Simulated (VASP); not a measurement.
# KMg2VF6 (Fm-3m) in VASP: single point with r2SCAN

Aim: the single point of KMg2VF6 with r2SCAN.

Program: VASP 6.6.1. These are calculated values, not measurements. Logs are shortened: lines on timing, memory, paths and dates and some standing lists are left out, and cuts for length are marked.

**1. The cell of the first run**

It takes space group Fm-3m (No. 225, cubic). Conventional cell: a = 8.033 Å, b = 8.033 Å, c = 8.033 Å, α = 90.00°, β = 90.00°, γ = 90.00°. Within 3.8 Å of Mg (site symmetry -43m) lie 12 F at 2.85 Å and 4 K at 3.48 Å and 4 V at 3.48 Å. Within 3.0 Å of K (site symmetry m-3m) lie 6 F at 2.25 Å. Within 2.3 Å of F (site symmetry 4mm) lie 1 V at 1.77 Å and 1 K at 2.25 Å. Within 2.3 Å of V (site symmetry m-3m) lie 6 F at 1.77 Å.

**2. Single point, r2SCAN**

POSCAR reads:

```
KMg2VF6
1.0
    0.0000000000      4.0164700000      4.0164700000
    4.0164700000      0.0000000000      4.0164700000
    4.0164700000      4.0164700000      0.0000000000
Mg K F V
2 1 6 1
Direct
    0.2500000000      0.2500000000      0.2500000000
    0.7500000000      0.7500000000      0.7500000000
    0.5000000000      0.5000000000      0.5000000000
    0.7800000000      0.2200000000      0.2200000000
    0.2200000000      0.7800000000      0.2200000000
    0.2200000000      0.7800000000      0.7800000000
    0.7800000000      0.2200000000      0.7800000000
    0.2200000000      0.2200000000      0.7800000000
    0.7800000000      0.7800000000      0.2200000000
    0.0000000000      0.0000000000      0.0000000000
```

INCAR.step1 reads:

```
ALGO = Normal ; EDIFF = 1E-4
ENCUT = 520 ; GGA = PE
ISMEAR = -1 ; LASPH = True
LCHARG = False ; LREAL = False
LWAVE = True ; NBANDS = 45
NELM = 60 ; PREC = Accurate
SIGMA = 0.1
```

INCAR.step2 reads:

```
ALGO = Normal ; EDIFF = 1E-6
ENCUT = 520 ; ISIF = 2
ISMEAR = -1 ; ISTART = 1
LASPH = True ; LCHARG = False
LMIXTAU = True ; LREAL = False
LWAVE = False ; METAGGA = R2SCAN
NBANDS = 45 ; NELM = 60
PREC = Accurate ; SIGMA = 0.1
```

KPOINTS reads:

```
k-points
0
Gamma
  4 4 4
```

Potentials or basis: VASP PAW PBE potentials, release 64 (Mg, K_sv, F, V_sv).

Started as:

```sh
$ cat potpaw_PBE.64/Mg/POTCAR potpaw_PBE.64/K_sv/POTCAR potpaw_PBE.64/F/POTCAR potpaw_PBE.64/V_sv/POTCAR > POTCAR
$ cp INCAR.step1 INCAR
$ mpirun -np 1 vasp_std > vasp.out
$ cp INCAR.step2 INCAR
$ mpirun -np 1 vasp_std > vasp.out
```

OUTCAR:

```text
EDIFF = 1E-6
   ENCUT = 520
   ISIF = 2
   ISMEAR = -1
   ISTART = 1
   LASPH = True
   LREAL = False
   METAGGA = R2SCAN
   NELM = 60
   PREC = Accurate

 ion  position               nearest neighbor table
   1  0.250  0.250  0.250-   3 3.48   3 3.48   3 3.48   3 3.48
   2  0.750  0.750  0.750-   3 3.48   3 3.48   3 3.48   3 3.48
   3  0.500  0.500  0.500-   4 2.25   5 2.25   6 2.25   7 2.25   8 2.25   9 2.25   1 3.48   1 3.48
                             1 3.48   2 3.48   1 3.48   2 3.48   2 3.48   2 3.48
   4  0.780  0.220  0.220-  10 1.77   3 2.25
   5  0.220  0.780  0.220-  10 1.77   3 2.25
   6  0.220  0.780  0.780-  10 1.77   3 2.25
   7  0.780  0.220  0.780-  10 1.77   3 2.25
   8  0.220  0.220  0.780-  10 1.77   3 2.25
   9  0.780  0.780  0.220-  10 1.77   3 2.25
  10  0.000  0.000  0.000-   4 1.77   5 1.77   6 1.77   7 1.77   8 1.77   9 1.77

  LATTYP: Found a face centered cubic cell.
 ALAT       =     8.0329400000

  Lattice vectors:

 A1 = (   0.0000000000,   4.0164700000,   4.0164700000)
 A2 = (   4.0164700000,   0.0000000000,   4.0164700000)
 A3 = (   4.0164700000,   4.0164700000,   0.0000000000)

Analysis of symmetry for initial positions (statically):
=====================================================================
 Subroutine PRICEL returns:
 Original cell was already a primitive cell.

 Routine SETGRP: Setting up the symmetry group for a
 face centered cubic supercell.

 Subroutine GETGRP returns: Found 48 space group operations
 (whereof 48 operations were pure point group operations)
 out of a pool of 48 trial point group operations.

The static configuration has the point symmetry O_h .

Analysis of symmetry for dynamics (positions and initial velocities):
=====================================================================
 Subroutine PRICEL returns:
 Original cell was already a primitive cell.

 Routine SETGRP: Setting up the symmetry group for a
 face centered cubic supercell.

 Subroutine GETGRP returns: Found 48 space group operations
 (whereof 48 operations were pure point group operations)
 out of a pool of 48 trial point group operations.

The dynamic configuration has the point symmetry O_h .

 Subroutine INISYM returns: Found 48 space group operations
 (whereof 48 operations are pure point group operations),
 and found     1 'primitive' translations

----------------------------------------------------------------------------------------

                                     Primitive cell

  volume of cell :     129.5876

  direct lattice vectors                    reciprocal lattice vectors
     0.000000000  4.016470000  4.016470000    -0.124487423  0.124487423  0.124487423
     4.016470000  0.000000000  4.016470000     0.124487423 -0.124487423  0.124487423
     4.016470000  4.016470000  0.000000000     0.124487423  0.124487423 -0.124487423

  length of vectors
     5.680146347  5.680146347  5.680146347     0.215618542  0.215618542  0.215618542

  position of ions in fractional coordinates (direct lattice)
     0.250000000  0.250000000  0.250000000
     0.750000000  0.750000000  0.750000000
     0.500000000  0.500000000  0.500000000
     0.780000000  0.220000000  0.220000000
     0.220000000  0.780000000  0.220000000
     0.220000000  0.780000000  0.780000000
     0.780000000  0.220000000  0.780000000
     0.220000000  0.220000000  0.780000000
     0.780000000  0.780000000  0.220000000
     0.000000000  0.000000000  0.000000000

  ion indices of the primitive-cell ions
   primitive index   ion index
                 1           1
                 2           2
                 3           3
                 4           4
                 5           5
                 6           6
                 7           7
                 8           8
                 9           9
                10          10

----------------------------------------------------------------------------------------

 KPOINTS: k-points

Automatic generation of k-mesh.
 Grid dimensions read from file:
 generate k-points for:    4    4    4

 Generating k-lattice:

  Cartesian coordinates                     Fractional coordinates (reciprocal lattice)
    -0.031121856  0.031121856  0.031121856     0.250000000  0.000000000  0.000000000
     0.031121856 -0.031121856  0.031121856     0.000000000  0.250000000  0.000000000
     0.031121856  0.031121856 -0.031121856     0.000000000  0.000000000  0.250000000

  Length of vectors
     0.053904635  0.053904635  0.053904635

  Shift w.r.t. Gamma in fractional coordinates (k-lattice)
     0.000000000  0.000000000  0.000000000

 Subroutine IBZKPT returns following result:
 ===========================================

 Found      8 irreducible k-points:

 Following reciprocal coordinates:
            Coordinates               Weight
  0.000000  0.000000  0.000000      1.000000
  0.250000  0.000000  0.000000      8.000000
  0.500000  0.000000  0.000000      4.000000
  0.250000  0.250000  0.000000      6.000000
  0.500000  0.250000  0.000000     24.000000
 -0.250000  0.250000  0.000000     12.000000
  0.500000  0.500000  0.000000      3.000000
 -0.250000  0.500000  0.250000      6.000000
   k-points           NKPTS =      8   k-points in BZ     NKDIM =      8   number of bands    NBANDS=     45
   number of dos      NEDOS =    301   number of ions     NIONS =     10
   total plane-waves  NPLWV =  74088
   dimension x,y,z NGX =    42 NGY =   42 NGZ =   42
   dimension x,y,z NGXF=    84 NGYF=   84 NGZF=   84
   ions per type =               2   1   6   1
   NGX,Y,Z   is equivalent  to a cutoff of  12.29, 12.29, 12.29 a.u.
   NGXF,Y,Z  is equivalent  to a cutoff of  24.59, 24.59, 24.59 a.u.
 SYSTEM =  unknown system
   PREC   = accura    normal or accurate (medium, high low for compatibility)
   ISTART =      1    job   : 0-new  1-cont  2-samecut
   ICHARG =      0    charge: 1-file 2-atom 10-const
   ISPIN  =      1    spin polarized calculation?
   LNONCOLLINEAR =      F non collinear calculations
   LSORBIT =      F    spin-orbit coupling
   LASPH  =      T    aspherical Exc in radial PAW
   ENCUT  =  520.0 eV  38.22 Ry    6.18 a.u.  10.56 10.56 10.56*2*pi/ulx,y,z
   NELM   =     60;   NELMIN=  2; NELMDL=  0     # of ELM steps
   EDIFF  = 0.1E-05   stopping-criterion for ELM
   LREAL  =      F    real-space projection
   EDIFFG = 0.1E-04   stopping-criterion for IOM
   NSW    =      0    number of steps for IOM
   IBRION =     -1    ionic relax: 0-MD 1-quasi-New 2-CG
   NFREE  =      0    steps in history (QN), initial steepest desc. (CG)
   ISIF   =      2    stress and relaxation
   ISYM   =      2    0-nonsym 1-usesym 2-fastsym
   POTIM  = 0.5000    time-step for ionic-motion
   TEBEG  =    0.0;   TEEND  =   0.0 temperature during run
   PSTRESS=    0.0 pullay stress
   NELECT =      68.0000    total number of electrons
   NUPDOWN=      -1.0000    fix difference up-down
   EMIN   =  10.00;   EMAX   =-10.00  energy-range for DOS
   EFERMI =   0.00;   METHOD = LEGACY
   ISMEAR =    -1;   SIGMA  =   0.10  broadening in eV -4-tet -1-fermi 0-gaus
   EFERMI_NEDOS =   21; number of points for ismear=-14 and -15
   IALGO  =     38    algorithm
   IMIX   =      4    mixing-type and parameters
     AMIX     =   0.40;   BMIX     =  1.00
     AMIX_MAG =   1.60;   BMIX_MAG =  1.00
  volume/ion in A,a.u.               =      12.96        87.45
  Fermi-wavevector in a.u.,A,eV,Ry     =   1.320454  2.495296 23.723101  1.743599
  Thomas-Fermi vector in A             =   2.450279
   LORBIT       =      0    0 simple, 1 ext, 2 COOP (PROOUT), +10 PAW based schemes
   METAGGA = R2SCAN    functional components
   LHFCALC =     F    Hartree Fock is set to
   AEXX    =    0.0000 exact exchange contribution
   IVDW    =     0    specifies the selected vdW correction
   LEPSILON=     F    determine dielectric tensor
   LRPA    =     F    only Hartree local field effects (RPA)
 non-spin polarized calculation
  energy-cutoff  :      520.00
  volume of cell :      129.59
 maximum number of plane-waves:      3511
   NGX = 21   NGY = 21   NGZ = 21

 number of electron      68.0000021 magnetization

 Free energy of the ion-electron system (eV)
  ---------------------------------------------------
  ext. energy  EPLUGINS =         0.00000000
  ---------------------------------------------------
  free energy    TOTEN  =       -67.35473100 eV

  energy without entropy =      -67.12754860  energy(sigma->0) =      -67.24113980

 E-fermi :   4.6747     XC(G=0): -10.2585

 val. band max:        4.6512020836   @ k =   0.0000   0.0000   0.0000
 cond. band min:       4.7699606860   @ k =   0.2500   0.0000   0.0000
 fundamental gap:      0.1187586024
 Fermi energy:         4.6747094852

 k-point     1 :       0.0000    0.0000    0.0000
  band No.  band energies     occupation
      1     -64.1055      2.00000
      2     -37.1422      2.00000
      3     -37.1422      2.00000
      4     -37.1422      2.00000
      5     -26.6738      2.00000
      6     -23.3634      2.00000
[... 37 lines left out ...]
     44      11.0072      0.00000
     45      11.3608      0.00000

 k-point     2 :       0.2500    0.0000    0.0000
  band No.  band energies     occupation
      1     -64.1055      2.00000
      2     -37.1424      2.00000
      3     -37.1422      2.00000
      4     -37.1422      2.00000
      5     -26.6588      2.00000
      6     -23.4784      2.00000
[... 37 lines left out ...]
     44       9.8583      0.00000
     45      10.1645      0.00000

 k-point     3 :       0.5000    0.0000    0.0000
  band No.  band energies     occupation
      1     -64.1055      2.00000
      2     -37.1426      2.00000
      3     -37.1422      2.00000
      4     -37.1421      2.00000
      5     -26.6435      2.00000
      6     -23.5718      2.00000
[... 37 lines left out ...]
     44       9.2624      0.00000
     45       9.2624      0.00000

 k-point     4 :       0.2500    0.2500    0.0000
  band No.  band energies     occupation
      1     -64.1055      2.00000
      2     -37.1423      2.00000
      3     -37.1423      2.00000
      4     -37.1422      2.00000
      5     -26.6597      2.00000
      6     -23.4809      2.00000
[... 37 lines left out ...]
     44      10.6591      0.00000
     45      10.6591      0.00000

 k-point     5 :       0.5000    0.2500    0.0000
  band No.  band energies     occupation
      1     -64.1055      2.00000
      2     -37.1425      2.00000
      3     -37.1423      2.00000
      4     -37.1422      2.00000
      5     -26.6504      2.00000
      6     -23.5358      2.00000
[... 37 lines left out ...]
     44       9.7886      0.00000
     45      10.3517      0.00000

 k-point     6 :      -0.2500    0.2500    0.0000
  band No.  band energies     occupation
      1     -64.1055      2.00000
      2     -37.1425      2.00000
      3     -37.1423      2.00000
      4     -37.1422      2.00000
      5     -26.6496      2.00000
      6     -23.5411      2.00000
[... 37 lines left out ...]
     44       9.1878      0.00000
     45      10.6257      0.00000

 k-point     7 :       0.5000    0.5000    0.0000
  band No.  band energies     occupation
      1     -64.1055      2.00000
      2     -37.1424      2.00000
      3     -37.1423      2.00000
      4     -37.1423      2.00000
      5     -26.6572      2.00000
      6     -23.4975      2.00000
[... 37 lines left out ...]
     44      10.2362      0.00000
     45      10.6646      0.00000

 k-point     8 :      -0.2500    0.5000    0.2500
  band No.  band energies     occupation
      1     -64.1055      2.00000
      2     -37.1423      2.00000
      3     -37.1423      2.00000
      4     -37.1423      2.00000
      5     -26.6513      2.00000
      6     -23.5325      2.00000
[... 37 lines left out ...]
     44      10.0135      0.00000
     45      11.1177      0.00000

------------------------ aborting loop because EDIFF is reached ----------------------------------------

  FORCE on cell =-STRESS in cart. coord.  units (eV):
  Direction    XX          YY          ZZ          XY          YZ          ZX
  --------------------------------------------------------------------------------------
  -------------------------------------------------------------------------------------
  Total       21.9784837     21.9784837     21.9784837      0.0000000      0.0000000     -0.0000000
  in kB      271.7344686    271.7344686    271.7344686      0.0000000      0.0000000     -0.0000000
  external PRESSURE =     271.7344686 kB  Pullay stress =       0.0000000 kB

 VOLUME and BASIS-vectors are now :
 -----------------------------------------------------------------------------
  energy-cutoff  :      520.00
  volume of cell :      129.59
      direct lattice vectors                 reciprocal lattice vectors
     0.000000000  4.016470000  4.016470000    -0.124487423  0.124487423  0.124487423
     4.016470000  0.000000000  4.016470000     0.124487423 -0.124487423  0.124487423
     4.016470000  4.016470000  0.000000000     0.124487423  0.124487423 -0.124487423

 POSITION                                       TOTAL-FORCE (eV/Angst)
 -----------------------------------------------------------------------------------
      2.00823      2.00823      2.00823         0.000000     -0.000000      0.000000
      6.02470      6.02470      6.02470         0.000000      0.000000      0.000000
      4.01647      4.01647      4.01647         0.000000     -0.000000      0.000000
      1.76725      4.01647      4.01647         1.749007     -0.000000      0.000000
      4.01647      1.76725      4.01647         0.000000      1.749007      0.000000
      6.26569      4.01647      4.01647        -1.749007     -0.000000      0.000000
      4.01647      6.26569      4.01647         0.000000     -1.749007      0.000000
      4.01647      4.01647      1.76725         0.000000     -0.000000      1.749007
      4.01647      4.01647      6.26569         0.000000     -0.000000     -1.749007
      0.00000      0.00000      0.00000         0.000000     -0.000000      0.000000
 -----------------------------------------------------------------------------------
    total drift:                                0.000000      0.000000      0.000000

  FREE ENERGIE OF THE ION-ELECTRON SYSTEM (eV)
  ---------------------------------------------------
  free  energy   TOTEN  =       -67.3547309971 eV

  energy  without entropy=      -67.1275485958  energy(sigma->0) =      -67.24113980
```

Wall time 6.5 min (1 thread of Intel Xeon 6455B, shared host); peak memory 0.31 GiB.

Results:

* Free energy: -67.3547 eV
* Pressure: 27.2 GPa
* Largest force: 1.749 eV/Å
* Band gap on the k mesh: zero (filled and empty bands touch)

Forces in eV/Å, atoms in the order of the input:
```
Mg   0.000  0.000  0.000
Mg   0.000  0.000  0.000
K    0.000  0.000  0.000
F    1.749  0.000  0.000
F    0.000  1.749  0.000
F   -1.749  0.000  0.000
F    0.000 -1.749  0.000
F    0.000  0.000  1.749
F    0.000  0.000 -1.749
V    0.000  0.000  0.000
```

Levels at points of the mesh, in eV from the Fermi level:
```csv
k point,band 32,band 33,band 34,band 35,band 36,band 37
"(0.00, 0.00, 0.00)",-6.71,-2.32,-0.02,-0.02,-0.02,0.40
"(0.50, 0.00, 0.00)",-6.85,-0.69,-0.16,0.22,0.22,0.52
"(0.50, 0.50, 0.00)",-6.72,-0.27,-0.05,0.33,0.33,1.03
```

Caveat: the cell stands under pressure; the PAW data sets were made with another functional, which shifts forces and pressure a little; the run has no spin polarisation, though such a crystal can be magnetic; semilocal functionals often make such compounds metallic where correlation or magnetic order opens a gap, which also shifts bond lengths. With open d or f shells a metallic result of r2SCAN can be an artefact of self-interaction; +U or a hybrid may open a gap.
